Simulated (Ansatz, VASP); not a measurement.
## Bi in VASP and in Ansatz

```
CELL_PARAMETERS angstrom
0.00000 1.99709 1.99709
1.99709 0.00000 1.99709
1.99709 1.99709 0.00000
ATOMIC_POSITIONS crystal
Bi 0.00000 0.00000 0.00000
```

Change from the starting cell: volume scaled by 0.5, PAW files.

Alike in both runs: task single point; functional PBE; k mesh 14 × 14 × 14; occupations fermi-dirac, width 0.05 eV; no spin polarisation.

|  | VASP | Ansatz |
| --- | --- | --- |
| version | VASP 6.6.1 | Ansatz 0.2.0 |
| potentials or method | VASP PAW PBE potentials, release 64 (Bi_d) | PAW with Ansatz's default frozen-core files, scalar-relativistic |
| plane-wave cutoff (eV) | 520 | 420 |
| valence electrons in the cell | 15 | 15 |

```csv
,VASP,Ansatz,Ansatz less VASP
pressure (GPa),178.2,178.3,+0.06
```

Both programs put the cell under a high pressure, so it lies far from rest at this level. The functional is the same, so the differences come from potentials, cutoffs and numerics.

Neither program's run includes spin-orbit coupling. Noted on VASP's run: the cell as given lies far from equilibrium.
